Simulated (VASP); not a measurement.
# Pt (R-3m) in VASP: further runs

The runs below take Pt through single point, with PBEsol.

Program: VASP 6.6.1. These are calculated values, not measurements. Logs are shortened: lines on timing, memory, paths and dates and some standing lists are left out, and cuts for length are marked.

## (1) The cell of the first run

The structure is trigonal, space group R-3m (No. 166). Conventional cell: a = 4.075 Å, b = 4.075 Å, c = 3.043 Å, α = 90.00°, β = 90.00°, γ = 120.00°. Pt (site symmetry -3m) has 14 Pt at 2.56 to 3.11 Å within 3.4 Å.

## (2) Single point, PBEsol (14.59 Å³/atom)

Contents of INCAR:

```
PREC = Accurate
ENCUT = 520
EDIFF = 1E-6
ISMEAR = 0
SIGMA = 0.15
LREAL = F
LASPH = T
NELM = 100
ALGO = Fast
ISIF = 2
LWAVE = F
LCHARG = T
GGA = PS
LELF = T
LVHAR = T
NBANDS = 11
```

Contents of KPOINTS:

```
Automatic mesh
0
Gamma
  22 22 22
```

Contents of POSCAR:

```
Pt
1.0
   -1.3354989642      1.5462509406      1.5462509406
    1.5462509406     -1.3354989642      1.5462509406
    1.5462509406      1.5462509406     -1.3354989642
Pt
1
Direct
    0.0000000000      0.0000000000      0.0000000000
```

Potentials or basis: VASP PAW PBE potentials, release 64 (Pt).

On the command line:

```bash
> cat potpaw_PBE.64/Pt/POTCAR > POTCAR
> mpirun -np 1 vasp_std > vasp.out
```

OUTCAR:

```text
PREC = Accurate
   ENCUT = 520
   EDIFF = 1E-6
   ISMEAR = 0
   LREAL = F
   LASPH = T
   NELM = 100
   ISIF = 2
   GGA = PS

 ion  position               nearest neighbor table
   1  0.000  0.000  0.000-

  LATTYP: Found a trigonal (rhomboedric) cell.
 ALAT       =     2.5622922210
 COS(alpha) =    -0.2648972803

  Lattice vectors:

 A1 = (  -1.3354989642,   1.5462509406,   1.5462509406)
 A2 = (   1.5462509406,  -1.3354989642,   1.5462509406)
 A3 = (   1.5462509406,   1.5462509406,  -1.3354989642)

Analysis of symmetry for initial positions (statically):
=====================================================================
 Subroutine PRICEL returns:
 Original cell was already a primitive cell.

 Routine SETGRP: Setting up the symmetry group for a
 trigonal (rhombohedral) supercell.

 Subroutine GETGRP returns: Found 12 space group operations
 (whereof 12 operations were pure point group operations)
 out of a pool of 12 trial point group operations.

The static configuration has the point symmetry D_3d.

Analysis of symmetry for dynamics (positions and initial velocities):
=====================================================================
 Subroutine PRICEL returns:
 Original cell was already a primitive cell.

 Routine SETGRP: Setting up the symmetry group for a
 trigonal (rhombohedral) supercell.

 Subroutine GETGRP returns: Found 12 space group operations
 (whereof 12 operations were pure point group operations)
 out of a pool of 12 trial point group operations.

The dynamic configuration has the point symmetry D_3d.

 Subroutine INISYM returns: Found 12 space group operations
 (whereof 12 operations are pure point group operations),
 and found     1 'primitive' translations

----------------------------------------------------------------------------------------

                                     Primitive cell

  volume of cell :      14.5910

  direct lattice vectors                    reciprocal lattice vectors
    -1.335498964  1.546250941  1.546250941    -0.041623911  0.305387465  0.305387465
     1.546250941 -1.335498964  1.546250941     0.305387465 -0.041623911  0.305387465
     1.546250941  1.546250941 -1.335498964     0.305387465  0.305387465 -0.041623911

  length of vectors
     2.562292221  2.562292221  2.562292221     0.433884267  0.433884267  0.433884267

  position of ions in fractional coordinates (direct lattice)
     0.000000000  0.000000000  0.000000000

  ion indices of the primitive-cell ions
   primitive index   ion index
                 1           1

----------------------------------------------------------------------------------------

 KPOINTS: Automatic mesh

Automatic generation of k-mesh.
 Grid dimensions read from file:
 generate k-points for:   22   22   22

 Generating k-lattice:

  Cartesian coordinates                     Fractional coordinates (reciprocal lattice)
    -0.001891996  0.013881248  0.013881248     0.045454545  0.000000000  0.000000000
     0.013881248 -0.001891996  0.013881248     0.000000000  0.045454545  0.000000000
     0.013881248  0.013881248 -0.001891996    -0.000000000 -0.000000000  0.045454545

  Length of vectors
     0.019722012  0.019722012  0.019722012

  Shift w.r.t. Gamma in fractional coordinates (k-lattice)
     0.000000000  0.000000000  0.000000000

 Subroutine IBZKPT returns following result:
 ===========================================

 Found   1024 irreducible k-points:

 Following reciprocal coordinates:
            Coordinates               Weight
  0.000000  0.000000  0.000000      1.000000
  0.045455  0.000000  0.000000      6.000000
  0.090909  0.000000  0.000000      6.000000
  0.136364 -0.000000 -0.000000      6.000000
  0.181818 -0.000000 -0.000000      6.000000
  0.227273  0.000000  0.000000      6.000000
[... 16 lines left out ...]
  0.500000  0.045455 -0.000000     12.000000
 -0.454545  0.045455  0.000000     12.000000
 [... further k-points ...]
   k-points           NKPTS =   1024   k-points in BZ     NKDIM =   1024   number of bands    NBANDS=     11
   number of dos      NEDOS =    301   number of ions     NIONS =      1
   total plane-waves  NPLWV =   8000
   dimension x,y,z NGX =    20 NGY =   20 NGZ =   20
   dimension x,y,z NGXF=    40 NGYF=   40 NGZF=   40
   ions per type =               1
   NGX,Y,Z   is equivalent  to a cutoff of  12.98, 12.98, 12.98 a.u.
   NGXF,Y,Z  is equivalent  to a cutoff of  25.95, 25.95, 25.95 a.u.
 SYSTEM =  unknown system
   PREC   = accura    normal or accurate (medium, high low for compatibility)
   ISTART =      0    job   : 0-new  1-cont  2-samecut
   ICHARG =      2    charge: 1-file 2-atom 10-const
   ISPIN  =      1    spin polarized calculation?
   LNONCOLLINEAR =      F non collinear calculations
   LSORBIT =      F    spin-orbit coupling
   LASPH  =      T    aspherical Exc in radial PAW
   ENCUT  =  520.0 eV  38.22 Ry    6.18 a.u.   4.76  4.76  4.76*2*pi/ulx,y,z
   NELM   =    100;   NELMIN=  2; NELMDL= -5     # of ELM steps
   EDIFF  = 0.1E-05   stopping-criterion for ELM
   LREAL  =      F    real-space projection
   EDIFFG = 0.1E-04   stopping-criterion for IOM
   NSW    =      0    number of steps for IOM
   IBRION =     -1    ionic relax: 0-MD 1-quasi-New 2-CG
   NFREE  =      0    steps in history (QN), initial steepest desc. (CG)
   ISIF   =      2    stress and relaxation
   ISYM   =      2    0-nonsym 1-usesym 2-fastsym
   POTIM  = 0.5000    time-step for ionic-motion
   TEBEG  =    0.0;   TEEND  =   0.0 temperature during run
   PSTRESS=    0.0 pullay stress
   NELECT =      10.0000    total number of electrons
   NUPDOWN=      -1.0000    fix difference up-down
   EMIN   =  10.00;   EMAX   =-10.00  energy-range for DOS
   EFERMI =   0.00;   METHOD = LEGACY
   ISMEAR =     0;   SIGMA  =   0.15  broadening in eV -4-tet -1-fermi 0-gaus
   EFERMI_NEDOS =   21; number of points for ismear=-14 and -15
   IALGO  =     68    algorithm
   IMIX   =      4    mixing-type and parameters
     AMIX     =   0.40;   BMIX     =  1.00
     AMIX_MAG =   1.60;   BMIX_MAG =  1.00
  volume/ion in A,a.u.               =      14.59        98.46
  Fermi-wavevector in a.u.,A,eV,Ry     =   1.443377  2.727587 28.345527  2.083337
  Thomas-Fermi vector in A             =   2.561792
   LORBIT       =      0    0 simple, 1 ext, 2 COOP (PROOUT), +10 PAW based schemes
   GGA     = PS    functional components
   LHFCALC =     F    Hartree Fock is set to
   AEXX    =    0.0000 exact exchange contribution
   IVDW    =     0    specifies the selected vdW correction
   LEPSILON=     F    determine dielectric tensor
   LRPA    =     F    only Hartree local field effects (RPA)
 non-spin polarized calculation
 RMM-DIIS sequential band-by-band and
 Gauss-broadening in eV      SIGMA  =   0.15
  energy-cutoff  :      520.00
  volume of cell :       14.59
 maximum number of plane-waves:       405
   NGX =  9   NGY =  9   NGZ =  9

 number of electron      10.0000000 magnetization

 number of electron       9.9999998 magnetization

 Free energy of the ion-electron system (eV)
  ---------------------------------------------------
  ext. energy  EPLUGINS =         0.00000000
  ---------------------------------------------------
  free energy    TOTEN  =        -6.53000449 eV

  energy without entropy =       -6.51686951  energy(sigma->0) =       -6.52343700

 E-fermi :  11.3808     XC(G=0): -13.7791

 val. band max:       11.3743283253   @ k =  -0.3636   0.0909   0.0455
 cond. band min:      11.3815011595   @ k =  -0.1818  -0.4545   0.1364
 fundamental gap:      0.0071728342
 Fermi energy:        11.3807731874

 k-point     1 :       0.0000    0.0000    0.0000
  band No.  band energies     occupation
      1       1.0974      2.00000
      2       6.2393      2.00000
      3       6.2393      2.00000
      4       9.5272      2.00000
      5      10.9099      1.99999
      6      10.9099      1.99999
      7      27.3936      0.00000
      8      27.3936      0.00000
      9      31.1867      0.00000
     10      36.3223      0.00000
     11      39.5445      0.00000

 k-point     2 :       0.0455    0.0000    0.0000
  band No.  band energies     occupation
      1       1.1777      2.00000
      2       6.2281      2.00000
      3       6.2743      2.00000
      4       9.5361      2.00000
      5      10.8865      2.00000
      6      10.8974      1.99999
      7      27.4583      0.00000
      8      27.4721      0.00000
      9      31.2416      0.00000
     10      35.5875      0.00000
     11      38.9267      0.00000

 k-point     3 :       0.0909    0.0000    0.0000
  band No.  band energies     occupation
      1       1.4129      2.00000
      2       6.1941      2.00000
      3       6.3745      2.00000
      4       9.5667      2.00000
      5      10.8297      2.00000
      6      10.8651      2.00000
      7      27.5656      0.00000
      8      27.6873      0.00000
      9      31.3842      0.00000
     10      34.2057      0.00000
     11      37.8669      0.00000

 k-point     4 :       0.1364   -0.0000   -0.0000
  band No.  band energies     occupation
      1       1.7845      2.00000
      2       6.1367      2.00000
      3       6.5277      2.00000
      4       9.6327      2.00000
      5      10.7711      2.00000
      6      10.8261      2.00000
      7      27.4208      0.00000
      8      27.9719      0.00000
      9      31.5548      0.00000
     10      33.0547      0.00000
     11      37.0432      0.00000
[... 239 lines left out ...]
 k-point    22 :       0.4545    0.0455   -0.0000
  band No.  band energies     occupation
      1       4.0142      2.00000
      2       5.5074      2.00000
      3      10.1585      2.00000
      4      10.7497      2.00000
      5      11.2878      1.61942
      6      11.9391      0.00000
      7      17.8512      0.00000
      8      25.9424      0.00000
      9      29.0914      0.00000
     10      37.7848      0.00000
     11      38.1767      0.00000

 k-point    23 :       0.5000    0.0455   -0.0000
  band No.  band energies     occupation
      1       4.0265      2.00000
      2       5.5093      2.00000
      3       9.9952      2.00000
      4      10.8166      2.00000
      5      11.2224      1.86470
      6      12.2231      0.00000
      7      17.7404      0.00000
      8      25.9526      0.00000
      9      29.1158      0.00000
     10      37.0074      0.00000
     11      38.2955      0.00000

 k-point    24 :      -0.4545    0.0455    0.0000
  band No.  band energies     occupation
      1       4.0236      2.00000
      2       5.5483      2.00000
      3       9.4516      2.00000
      4      10.8646      2.00000
      5      11.0700      1.99661
      6      12.1977      0.00000
      7      18.3707      0.00000
      8      26.1603      0.00000
      9      29.5908      0.00000
     10      35.7971      0.00000
     11      37.8591      0.00000

 [... further k-points ...]

------------------------ aborting loop because EDIFF is reached ----------------------------------------

  FORCE on cell =-STRESS in cart. coord.  units (eV):
  Direction    XX          YY          ZZ          XY          YZ          ZX
  --------------------------------------------------------------------------------------
  -------------------------------------------------------------------------------------
  Total        2.3351163      2.3351163      2.3351163     -1.0731601     -1.0731601     -1.0731601
  in kB      256.4094577    256.4094577    256.4094577   -117.8392687   -117.8392687   -117.8392687
  external PRESSURE =     256.4094577 kB  Pullay stress =       0.0000000 kB

 VOLUME and BASIS-vectors are now :
 -----------------------------------------------------------------------------
  energy-cutoff  :      520.00
  volume of cell :       14.59
      direct lattice vectors                 reciprocal lattice vectors
    -1.335498964  1.546250941  1.546250941    -0.041623911  0.305387465  0.305387465
     1.546250941 -1.335498964  1.546250941     0.305387465 -0.041623911  0.305387465
     1.546250941  1.546250941 -1.335498964     0.305387465  0.305387465 -0.041623911

 POSITION                                       TOTAL-FORCE (eV/Angst)
 -----------------------------------------------------------------------------------
      0.00000      0.00000      0.00000         0.000000      0.000000      0.000000
 -----------------------------------------------------------------------------------
    total drift:                                0.000000     -0.000000      0.000000

  FREE ENERGIE OF THE ION-ELECTRON SYSTEM (eV)
  ---------------------------------------------------
  free  energy   TOTEN  =        -6.5300044925 eV

  energy  without entropy=       -6.5168695097  energy(sigma->0) =       -6.52343700
```

Wall time 53 s (1 thread of Intel Xeon 6975P-C (Granite Rapids), shared host); peak memory 0.27 GiB.

Results:

```
Free energy            : -6.5300 eV
Pressure               : 25.6 GPa
Band gap on the k mesh : zero (bands 5 and 6 overlap by 2.89 eV)
```

Levels at points of the mesh, in eV from the Fermi level:
| k point | band 2 | band 3 | band 4 | band 5 | band 6 | band 7 | band 8 | band 9 |
| --- | --- | --- | --- | --- | --- | --- | --- | --- |
| (0.00, 0.00, 0.00) | -5.14 | -5.14 | -1.85 | -0.47 | -0.47 | 16.01 | 16.01 | 19.81 |
| (0.50, 0.00, 0.00) | -5.91 | -0.67 | -0.60 | -0.35 | 0.40 | 6.33 | 14.50 | 17.90 |
| (0.50, 0.50, 0.00) | -5.52 | -1.20 | -1.12 | 1.20 | 2.05 | 8.90 | 10.80 | 17.81 |
| (0.50, 0.50, 0.50) | -6.82 | -1.43 | 1.79 | 1.79 | 7.98 | 8.40 | 8.40 | 15.14 |

Caveat: the cell stands under pressure; the PAW data sets were made with another functional, which shifts forces and pressure a little; spin-orbit coupling is left out, which moves the levels of the heavy elements.

[end of part 1 of 3]
